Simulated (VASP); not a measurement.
# B6As (R-3m) in VASP: notebook, part 2 of 2

VASP 6.6.1.

## (4) Single point, r2SCAN (8.95 Å³/atom)

This run uses another cell than the first one, of 8.95 Å³/atom.

File POSCAR:

```
B6As
1.0
    3.0381888443      1.7540991471      3.9173053803
   -3.0381888443      1.7540991471      3.9173053803
    0.0000000000     -3.5081982942      3.9173053803
B As
12 2
Direct
    0.0157755007      0.0157755007      0.3251384407
    0.0157755007      0.3251384407      0.0157755007
    0.8214805656      0.2731401970      0.8214805656
    0.8214805656      0.8214805656      0.2731401970
    0.2731401970      0.8214805656      0.8214805656
    0.7268598030      0.1785194344      0.1785194344
    0.1785194344      0.7268598030      0.1785194344
    0.1785194344      0.1785194344      0.7268598030
    0.9842244993      0.6748615593      0.9842244993
    0.9842244993      0.9842244993      0.6748615593
    0.6748615593      0.9842244993      0.9842244993
    0.3251384407      0.0157755007      0.0157755007
    0.6005882311      0.6005882311      0.6005882311
    0.3994117689      0.3994117689      0.3994117689
```

File INCAR.step1:

```
SYSTEM = B6As
PREC     = Accurate       ! precision mode
ENCUT    = 520            ! plane-wave cutoff, eV
ISMEAR   = 0              ! smearing method
SIGMA    = 0.02           ! smearing width, eV
LREAL    = .False.        ! projectors in reciprocal space
LASPH    = .True.         ! aspherical terms in the spheres
NELM     = 100            ! most SCF steps
NBANDS   = 36             ! bands
GGA      = PE             ! functional
ALGO     = Normal         ! electronic algorithm
EDIFF    = 1E-4           ! SCF threshold, eV
LWAVE    = .True.         ! write WAVECAR
LCHARG   = .False.        ! write CHGCAR
```

File INCAR.step2:

```
SYSTEM = B6As
PREC     = Accurate       ! precision mode
ENCUT    = 520            ! plane-wave cutoff, eV
EDIFF    = 1E-7           ! SCF threshold, eV
ISMEAR   = 0              ! smearing method
SIGMA    = 0.02           ! smearing width, eV
LREAL    = .False.        ! projectors in reciprocal space
LASPH    = .True.         ! aspherical terms in the spheres
NELM     = 100            ! most SCF steps
ALGO     = Normal         ! electronic algorithm
ISIF     = 2              ! what is computed and relaxed
LWAVE    = .False.        ! write WAVECAR
LCHARG   = .False.        ! write CHGCAR
METAGGA  = R2SCAN         ! meta-GGA
LMIXTAU  = .True.       
NBANDS   = 36             ! bands
ISTART   = 1
```

File KPOINTS:

```
Automatic mesh
0
Gamma
  6 6 6
  0 0 0
```

On the command line:

```bash
$ cat potpaw_PBE.64/B/POTCAR potpaw_PBE.64/As/POTCAR > POTCAR
$ cp INCAR.step1 INCAR
$ mpirun -np 1 vasp_std > vasp.out
$ cp INCAR.step2 INCAR
$ mpirun -np 1 vasp_std > vasp.out
```

Wall time 14 min (1 thread of Intel Xeon 8259CL, shared host); peak memory 0.32 GiB.

The run converged. Its results:

| Quantity | Value |
| --- | --- |
| Free energy | -120.3892 eV |
| Pressure | 6.5 GPa |
| Largest force | 0.015 eV/Å |
| Band gap on the k mesh | 2.93 eV (least direct gap 3.00 eV) |

Forces in eV/Å, atoms in the order of the input:
```
B    0.000  0.000  0.015
B    0.000  0.000  0.015
B    0.003 -0.002  0.000
B    0.000  0.004  0.000
B   -0.003 -0.002  0.000
B    0.003  0.002  0.000
B   -0.003  0.002  0.000
B    0.000 -0.004  0.000
B    0.000  0.000 -0.015
B    0.000  0.000 -0.015
B    0.000  0.000 -0.015
B    0.000  0.000  0.015
As   0.000  0.000  0.015
As   0.000  0.000 -0.015
```

Levels at points of the mesh, in eV from the valence-band top:
```
           k point  band 20  band 21  band 22  band 23  band 24  band 25  band 26  band 27
(0.00, 0.00, 0.00)    -0.19    -0.19    -0.04    -0.04     4.90     5.14     5.14     5.47
(0.50, 0.00, 0.00)    -1.44    -1.41    -1.19    -0.07     2.93     4.57     4.97     5.59
(0.50, 0.50, 0.00)    -1.66    -1.03    -0.72    -0.27     3.72     4.94     5.14     5.49
(0.50, 0.50, 0.50)    -0.84    -0.82    -0.82     0.00     3.19     4.06     4.08     4.97
```

Caveat: the cell stands under pressure; the PAW data sets were made with another functional, which shifts forces and pressure a little. A k mesh can miss the band edges.

## (5) Single point, r2SCAN (9.50 Å³/atom)

This run uses another cell than the first one, of 9.50 Å³/atom.

File POSCAR:

```
B6As
1.0
    3.0936558736      1.7861230514      4.0117923265
   -3.0936558736      1.7861230514      4.0117923265
    0.0000000000     -3.5722461028      4.0117923265
B As
12 2
Direct
    0.0144285436      0.0144285436      0.3247022487
    0.0144285436      0.3247022487      0.0144285436
    0.8220348138      0.2722806117      0.8220348138
    0.8220348138      0.8220348138      0.2722806117
    0.2722806117      0.8220348138      0.8220348138
    0.7277193883      0.1779651862      0.1779651862
    0.1779651862      0.7277193883      0.1779651862
    0.1779651862      0.1779651862      0.7277193883
    0.9855714564      0.6752977513      0.9855714564
    0.9855714564      0.9855714564      0.6752977513
    0.6752977513      0.9855714564      0.9855714564
    0.3247022487      0.0144285436      0.0144285436
    0.6001964782      0.6001964782      0.6001964782
    0.3998035218      0.3998035218      0.3998035218
```

File INCAR.step1:

```
SYSTEM = B6As
PREC = Accurate
ENCUT = 520
ISMEAR = 0
SIGMA = 0.02
LREAL = .FALSE.
LASPH = .TRUE.
NELM = 60
NBANDS = 36
GGA = PE
ALGO = Normal
EDIFF = 1E-4
LWAVE = .TRUE.
LCHARG = .FALSE.
```

File INCAR.step2:

```
SYSTEM = B6As
PREC = Accurate
ENCUT = 520
EDIFF = 1E-7
ISMEAR = 0
SIGMA = 0.02
LREAL = .FALSE.
LASPH = .TRUE.
NELM = 60
ALGO = Normal
ISIF = 2
LWAVE = .FALSE.
LCHARG = .FALSE.
METAGGA = R2SCAN
LMIXTAU = .TRUE.
NBANDS = 36
ISTART = 1
```

File KPOINTS:

```
Automatic mesh
0
G
  6 6 6
  0 0 0
```

On the command line:

```bash
$ cat potpaw_PBE.64/B/POTCAR potpaw_PBE.64/As/POTCAR > POTCAR
$ cp INCAR.step1 INCAR
$ mpirun -np 1 vasp_std > vasp.out
$ cp INCAR.step2 INCAR
$ mpirun -np 1 vasp_std > vasp.out
```

Run time: 20 min. Hardware: 1 thread of Intel Xeon 8259CL, shared host; peak memory 0.32 GiB.

Results (log left out):

```yaml
Free_energy: -120.4128 eV
Pressure: -5.1 GPa
Largest_force: 0.014 eV/Å
Band_gap_on_the_k_mesh: 2.77 eV
```

Forces in eV/Å, atoms in the order of the input:
```
B    0.000 -0.003  0.013
B   -0.003  0.002  0.013
B    0.001 -0.001  0.000
B    0.000  0.001  0.000
B   -0.001 -0.001  0.000
B    0.001  0.001  0.000
B   -0.001  0.001  0.000
B    0.000 -0.001  0.000
B    0.003 -0.002 -0.013
B    0.000  0.003 -0.013
B   -0.003 -0.002 -0.013
B    0.003  0.002  0.013
As   0.000  0.000  0.006
As   0.000  0.000 -0.006
```

Levels at points of the mesh, in eV from the valence-band top:
| k point | band 20 | band 21 | band 22 | band 23 | band 24 | band 25 | band 26 | band 27 |
| --- | --- | --- | --- | --- | --- | --- | --- | --- |
| (0.00, 0.00, 0.00) | -0.24 | -0.24 | -0.11 | -0.11 | 4.68 | 5.04 | 5.04 | 5.13 |
| (0.50, 0.00, 0.00) | -1.40 | -1.40 | -1.14 | -0.14 | 2.84 | 4.41 | 4.95 | 5.34 |
| (0.50, 0.50, 0.00) | -1.64 | -1.02 | -0.73 | -0.31 | 3.67 | 4.59 | 5.01 | 5.34 |
| (0.50, 0.50, 0.50) | -0.85 | -0.84 | -0.84 | 0.00 | 2.77 | 3.88 | 3.99 | 4.87 |

Caveat: the cell stands under tension; the PAW data sets were made with another functional, which shifts forces and pressure a little. A k mesh can miss the band edges.

## (6) The runs side by side

| cell | gap on the mesh (eV) | pressure (GPa) | largest force (eV/Å) |
| --- | --- | --- | --- |
| a = 5.077 Å, angles 71.1°, 14 atoms, atomic positions A | 2.92 | 31.3 | 0.03 |
| a = 5.139 Å, angles 70.9°, 14 atoms, atomic positions B | 2.95 | 21.8 | 0.02 |
| a = 5.259 Å, angles 70.6°, 14 atoms, atomic positions C | 2.93 | 6.5 | 0.02 |
| a = 5.372 Å, angles 70.3°, 14 atoms, atomic positions D | 2.77 | -5.1 | 0.01 |

Alike in all rows: task single point; level r2SCAN; potentials or basis VASP PAW PBE potentials, release 64 (B, As); no spin polarisation; k mesh 6 × 6 × 6; cutoff (eV) 520; smearing gaussian 0.02 eV.

Caveats: the PAW data sets were made with another functional, which shifts forces and pressure a little; the cell stands under pressure (at least some runs); the cell stands under tension (at least some runs).

Total energies depend on the potentials used, so only differences within one code and one set of settings carry meaning.
